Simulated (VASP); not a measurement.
# Sn (Fd-3m) in VASP: a series of runs, part 2 of 2

VASP 6.6.1.

### Step 3. Relaxation of cell and atoms, r2SCAN

File POSCAR:

```
Sn
1.0
    0.0000000000      3.3277220153      3.3277220153
    3.3277220153      0.0000000000      3.3277220153
    3.3277220153      3.3277220153      0.0000000000
Sn
2
Direct
    0.0000000000      0.0000000000      0.0000000000
    0.2500000000      0.2500000000      0.2500000000
```

File INCAR.step1:

```
PREC = Accurate
ENCUT = 600
ISMEAR = -1
SIGMA = 0.02
LREAL = F
LASPH = T
NELM = 60
GGA = PE
ALGO = Normal
EDIFF = 1E-4
LWAVE = T
LCHARG = F
```

File INCAR.step2:

```
PREC = Accurate
ENCUT = 600
EDIFF = 1E-7
ISMEAR = -1
SIGMA = 0.02
LREAL = F
LASPH = T
NELM = 60
ALGO = Normal
ISIF = 3
LWAVE = F
LCHARG = F
METAGGA = R2SCAN
LMIXTAU = T
IBRION = 2
NSW = 80
EDIFFG = -0.005
ISTART = 1
```

File KPOINTS:

```
regular mesh
0
Gamma
  6 6 6
```

Potentials or basis: VASP PAW PBE potentials, release 64 (Sn_d).

On the command line:

```console
cat potpaw_PBE.64/Sn_d/POTCAR > POTCAR
cp INCAR.step1 INCAR
mpirun -np 1 vasp_std > vasp.out
cp INCAR.step2 INCAR
mpirun -np 1 vasp_std > vasp.out
```

OUTCAR:

```text
PREC = Accurate
   ENCUT = 600
   EDIFF = 1E-7
   ISMEAR = -1
   LREAL = F
   LASPH = T
   NELM = 60
   ISIF = 3
   METAGGA = R2SCAN
   IBRION = 2
   NSW = 80
   EDIFFG = -0.005
   ISTART = 1

 ion  position               nearest neighbor table
   1  0.000  0.000  0.000-   2 2.88   2 2.88   2 2.88   2 2.88
   2  0.250  0.250  0.250-   1 2.88   1 2.88   1 2.88   1 2.88

  LATTYP: Found a face centered cubic cell.
 ALAT       =     6.6554440306

  Lattice vectors:

 A1 = (   0.0000000000,   3.3277220153,   3.3277220153)
 A2 = (   3.3277220153,   0.0000000000,   3.3277220153)
 A3 = (   3.3277220153,   3.3277220153,   0.0000000000)

Analysis of symmetry for initial positions (statically):
=====================================================================
 Subroutine PRICEL returns:
 Original cell was already a primitive cell.

 Routine SETGRP: Setting up the symmetry group for a
 face centered cubic supercell.

 Subroutine GETGRP returns: Found 48 space group operations
 (whereof 24 operations were pure point group operations)
 out of a pool of 48 trial point group operations.

The static configuration has the point symmetry T_d .
 The point group associated with its full space group is O_h .

Analysis of symmetry for dynamics (positions and initial velocities):
=====================================================================
 Subroutine PRICEL returns:
 Original cell was already a primitive cell.

 Routine SETGRP: Setting up the symmetry group for a
 face centered cubic supercell.

 Subroutine GETGRP returns: Found 48 space group operations
 (whereof 24 operations were pure point group operations)
 out of a pool of 48 trial point group operations.

The dynamic configuration has the point symmetry T_d .
 The point group associated with its full space group is O_h .

 Subroutine INISYM returns: Found 48 space group operations
 (whereof 24 operations are pure point group operations),
 and found     1 'primitive' translations

----------------------------------------------------------------------------------------

                                     Primitive cell
[... 86 lines left out ...]
   IBRION =      2    ionic relax: 0-MD 1-quasi-New 2-CG
   NFREE  =      1    steps in history (QN), initial steepest desc. (CG)
   ISIF   =      3    stress and relaxation
   ISYM   =      2    0-nonsym 1-usesym 2-fastsym
   POTIM  = 0.5000    time-step for ionic-motion
   TEBEG  =    0.0;   TEEND  =   0.0 temperature during run
   PSTRESS=    0.0 pullay stress
   NELECT =      28.0000    total number of electrons
   NUPDOWN=      -1.0000    fix difference up-down
   EMIN   =  10.00;   EMAX   =-10.00  energy-range for DOS
   EFERMI =   0.00;   METHOD = LEGACY
   ISMEAR =    -1;   SIGMA  =   0.02  broadening in eV -4-tet -1-fermi 0-gaus
   EFERMI_NEDOS =   21; number of points for ismear=-14 and -15
   IALGO  =     38    algorithm
   IMIX   =      4    mixing-type and parameters
     AMIX     =   0.40;   BMIX     =  1.00
     AMIX_MAG =   1.60;   BMIX_MAG =  1.00
  volume/ion in A,a.u.               =      36.85       248.68
  Fermi-wavevector in a.u.,A,eV,Ry     =   1.185688  2.240626 19.127837  1.405856
  Thomas-Fermi vector in A             =   2.321877
   LORBIT       =      0    0 simple, 1 ext, 2 COOP (PROOUT), +10 PAW based schemes
   METAGGA = R2SCAN    functional components
   LHFCALC =     F    Hartree Fock is set to
   AEXX    =    0.0000 exact exchange contribution
   IVDW    =     0    specifies the selected vdW correction
   LEPSILON=     F    determine dielectric tensor
   LRPA    =     F    only Hartree local field effects (RPA)
 conjugate gradient relaxation of ions
 non-spin polarized calculation
  energy-cutoff  :      600.00
  volume of cell :       73.70
 maximum number of plane-waves:      2485
 NGX is ok and might be reduce to    40
   NGX = 19   NGY = 19   NGZ = 19

--------------------------------------- Ionic step        1  -------------------------------------------

 number of electron      27.9999997 magnetization

 Free energy of the ion-electron system (eV)
  ---------------------------------------------------
  ext. energy  EPLUGINS =         0.00000000
  ---------------------------------------------------
  free energy    TOTEN  =       -49.45215847 eV

  energy without entropy =      -49.45142243  energy(sigma->0) =      -49.45179045

 E-fermi :   4.7779     XC(G=0):  -9.2348

 val. band max:        4.3937357259   @ k =   0.1667   0.0000   0.0000
 cond. band min:       4.7875032572   @ k =   0.5000   0.0000   0.0000
 fundamental gap:      0.3937675313
 Fermi energy:         4.7779048892

 k-point     1 :       0.0000    0.0000    0.0000
  band No.  band energies     occupation
      1     -17.4581      2.00000
      2     -17.4581      2.00000
      3     -17.4581      2.00000
      4     -17.4017      2.00000
      5     -17.4017      2.00000
      6     -17.1369      2.00000
[... 396 lines left out ...]
--------------------------------------- Ionic step        3  -------------------------------------------

 number of electron      27.9999999 magnetization

 Free energy of the ion-electron system (eV)
  ---------------------------------------------------
  ext. energy  EPLUGINS =         0.00000000
  ---------------------------------------------------
  free energy    TOTEN  =       -49.46585422 eV

  energy without entropy =      -49.46527655  energy(sigma->0) =      -49.46556538

 E-fermi :   5.2110     XC(G=0):  -9.4146

 val. band max:        5.2056302758   @ k =   0.0000   0.0000   0.0000
 cond. band min:       5.2612495771   @ k =   0.5000   0.0000   0.0000
 fundamental gap:      0.0556193013
 Fermi energy:         5.2109897599

 k-point     1 :       0.0000    0.0000    0.0000
  band No.  band energies     occupation
      1     -17.1296      2.00000
      2     -17.1296      2.00000
      3     -17.1296      2.00000
      4     -17.0682      2.00000
      5     -17.0682      2.00000
      6     -16.7742      2.00000
[... 354 lines left out ...]
  FREE ENERGIE OF THE ION-ELECTRON SYSTEM (eV)
  ---------------------------------------------------
  free  energy   TOTEN  =       -49.4658542165 eV

  energy  without entropy=      -49.4652765512  energy(sigma->0) =      -49.46556538

 reached required accuracy - stopping structural energy minimisation
```

OUTCAR.step1:

```text
PREC = Accurate
   ENCUT = 600
   ISMEAR = -1
   LREAL = F
   LASPH = T
   NELM = 60
[... 546 lines left out ...]
 -----------------------------------------------------------------------------------
      0.00000      0.00000      0.00000         0.000000     -0.000000     -0.000000
      1.66386      1.66386      1.66386        -0.000000      0.000000      0.000000
 -----------------------------------------------------------------------------------
    total drift:                               -0.000000     -0.000000      0.000000

  FREE ENERGIE OF THE ION-ELECTRON SYSTEM (eV)
  ---------------------------------------------------
  free  energy   TOTEN  =        -7.6604391784 eV

  energy  without entropy=       -7.6599148448  energy(sigma->0) =       -7.66017701
```

OSZICAR.step1:

```text
N       E                     dE             d eps       ncg     rms          rms(c)
DAV:   1     0.205483341460E+03    0.20548E+03   -0.16162E+04   576   0.237E+03
DAV:   2     0.114362502151E+02   -0.19405E+03   -0.19141E+03   578   0.444E+02
DAV:   3    -0.706290373148E+01   -0.18499E+02   -0.18338E+02   652   0.145E+02
DAV:   4    -0.768577699700E+01   -0.62287E+00   -0.62216E+00   682   0.282E+01
DAV:   5    -0.770543125006E+01   -0.19654E-01   -0.19653E-01   778   0.456E+00    0.289E+00
DAV:   6    -0.767306847799E+01    0.32363E-01   -0.26425E-02   676   0.233E+00    0.170E+00
DAV:   7    -0.765818244254E+01    0.14886E-01   -0.44375E-02   620   0.244E+00    0.160E-01
DAV:   8    -0.765996640782E+01   -0.17840E-02   -0.51898E-03   624   0.935E-01    0.497E-02
DAV:   9    -0.766042501843E+01   -0.45861E-03   -0.67666E-04   468   0.174E-01    0.136E-02
DAV:  10    -0.766043917839E+01   -0.14160E-04   -0.37762E-05   458   0.598E-02
   1 F= -.76604392E+01 E0= -.76601770E+01  d E =-.524334E-03
```

It took 3.6 min on 1 thread of AMD EPYC 9R45 (Zen 5), shared host; peak memory 0.24 GiB.

Results:

- Free energy: -49.4659 eV
- Relaxed volume: 35.44 Å³/atom
- Relaxed cell: a = 4.645 Å, b = 4.645 Å, c = 4.645 Å, α = 60.00°, β = 60.00°, γ = 60.00°
- Space group after relaxing (to 0.05 Å): Fd-3m (No. 227)
- Energy gained by relaxing: 6.8 meV/atom
- Ionic steps: 3
- Pressure after relaxing: 0.0 GPa
- Band gap on the k mesh: zero (filled and empty bands touch)

The path:
```
step  energy change (eV)  largest force (eV/Å)  pressure (GPa)  volume (Å³)
   1              0.0000                0.0000           -1.49        73.70
   2             -0.0125                0.0000            0.49        70.09
   3             -0.0137                0.0000            0.00        70.88
```

Final structure:
```cif
data_structure
_symmetry_space_group_name_H-M 'P 1'
_symmetry_Int_Tables_number 1
_cell_length_a 4.6453
_cell_length_b 4.6453
_cell_length_c 4.6453
_cell_angle_alpha 60.000
_cell_angle_beta 60.000
_cell_angle_gamma 60.000
_cell_volume 70.88
loop_
_atom_site_label
_atom_site_type_symbol
_atom_site_fract_x
_atom_site_fract_y
_atom_site_fract_z
_atom_site_occupancy
Sn1 Sn 0.00000 0.00000 0.00000 1
Sn2 Sn 0.25000 0.25000 0.25000 1
```

Caveat: the PAW data sets were made with another functional, which shifts forces and pressure a little; spin-orbit coupling is left out, which moves the levels of the heavy elements.

### Step 4. Single point, PBE, non-collinear spin, zero start, spin-orbit coupling

This run uses another cell than the first one, of 35.43 Å³/atom, 0.962 times its volume.

File INCAR:

```
SYSTEM = Sn
ALGO = Normal ; EDIFF = 1E-6
ENCUT = 520 ; GGA = PE
GGA_COMPAT = .FALSE. ; ISIF = 2
ISMEAR = -1 ; LASPH = .TRUE.
LCHARG = .FALSE. ; LORBIT = 11
LORBMOM = .TRUE. ; LREAL = .FALSE.
LSORBIT = .TRUE. ; LWAVE = .FALSE.
MAGMOM = 0 0 0 0 0 0 ; NBANDS = 40
NELM = 150 ; PREC = Accurate
SIGMA = 0.02
```

File KPOINTS:

```
k-points
0
G
  6 6 6
  0 0 0
```

File POSCAR:

```
Sn
1.0
    0.0000000000      3.2844880277      3.2844880277
    3.2844880277      0.0000000000      3.2844880277
    3.2844880277      3.2844880277      0.0000000000
Sn
2
Direct
    0.0000000000      0.0000000000      0.0000000000
    0.2500000000      0.2500000000      0.2500000000
```

On the command line:

```console
cat potpaw_PBE.64/Sn_d/POTCAR > POTCAR
mpirun -np 1 vasp_ncl > vasp.out
```

Wall time 57 s (1 thread of AMD EPYC 9R45 (Zen 5), shared host); peak memory 0.36 GiB.

The run converged. Its results:

```yaml
Free_energy: -7.7597 eV
Pressure: 1.5 GPa
Net_moment: 0.00 μB per cell
Valence_electrons_inside_the_program's_atomic_spheres: Sn 12.32
```

Moments on the atoms (μB; x, y, z):
```
Sn  0.00 0.00 0.00
Sn  0.00 0.00 0.00
```

### Step 5. Overview

```tsv
task	level	potentials or basis	spin	cell	cutoff (eV)	gap on the mesh (eV)	pressure (GPa)	relaxed volume (Å³/atom)
relaxation of cell and atoms	LDA	VASP PAW LDA potentials, release 64 (Sn_d)	off	relaxed from a = 4.706 Å, angles 60.0°, 2 atoms	600	none	0.0	33.99
relaxation of cell and atoms	r2SCAN	VASP PAW PBE potentials, release 64 (Sn_d)	off	relaxed from a = 4.706 Å, angles 60.0°, 2 atoms	600	none	0.0	35.44
single point	PBE	VASP PAW PBE potentials, release 64 (Sn_d)	non-collinear, zero start, SOC	a = 4.645 Å, angles 60.0°, 2 atoms	520	-	1.5	-
```

Alike in all rows: k mesh 6 × 6 × 6; smearing fermi-dirac 0.02 eV.

Caveats: spin-orbit coupling is left out, which moves the levels of the heavy elements (some runs); the PAW data sets were made with another functional, which shifts forces and pressure a little (some runs).

Absolute energies hang on the potentials; compare differences alone.
